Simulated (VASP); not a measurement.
# Si3C: single point with PBE

The system is Si3C.

```
Si C
1.0
     4.86067    0.00000    0.00000
    -2.43034    4.20947    0.00000
     0.00000    0.00000    2.50074
Si C
3 1
Direct
  0.50000 0.00000 0.50000
  0.00000 0.50000 0.50000
  0.50000 0.50000 0.50000
  0.00000 0.00000 0.50000
```

* Program: VASP 6.6.1
* Task: single point
* Functional: PBE
* Potentials or basis: VASP PAW PBE potentials, release 64 (Si, C)
* Cutoff: 520 eV
* k mesh: 6 × 6 × 4
* Occupations: gaussian, width 0.1 eV
* Spin: no spin polarisation

The pressure is 0.1 GPa. The band gap on the k mesh is zero (band 8 reaches 12.62 eV, above the bottom of band 9 at 7.69 eV).

Stress tensor (GPa, compression positive):
```
 0.24  0.00  0.00
 0.00  0.24  0.00
 0.00  0.00 -0.18
```

Levels at points of the mesh, in eV from the Fermi level:
| k point | band 4 | band 5 | band 6 | band 7 | band 8 | band 9 | band 10 | band 11 | band 12 | band 13 |
| --- | --- | --- | --- | --- | --- | --- | --- | --- | --- | --- |
| (0.00, 0.00, 0.00) | -6.39 | -6.39 | -6.29 | -6.29 | 3.70 | 4.56 | 4.56 | 6.86 | 8.53 | 8.54 |
| (0.50, 0.00, 0.00) | -8.28 | -2.18 | -1.74 | -1.30 | -0.15 | 1.60 | 2.84 | 3.86 | 6.22 | 8.43 |
| (0.00, 0.00, 0.50) | -3.77 | -3.52 | -3.52 | -1.47 | -1.06 | -1.06 | -0.82 | -0.82 | 1.39 | 3.49 |
| (0.50, 0.00, 0.50) | -5.44 | -5.10 | -4.42 | -2.06 | -1.63 | 0.41 | 1.70 | 3.18 | 3.44 | 4.75 |

Run time: 6.5 s on 1 thread of Intel(R) Xeon(R) 6975P-C (Granite Rapids), with other jobs on the host, peak memory 0.16 GiB.

Caveat: the k points lie up to 0.63 Å⁻¹ apart.
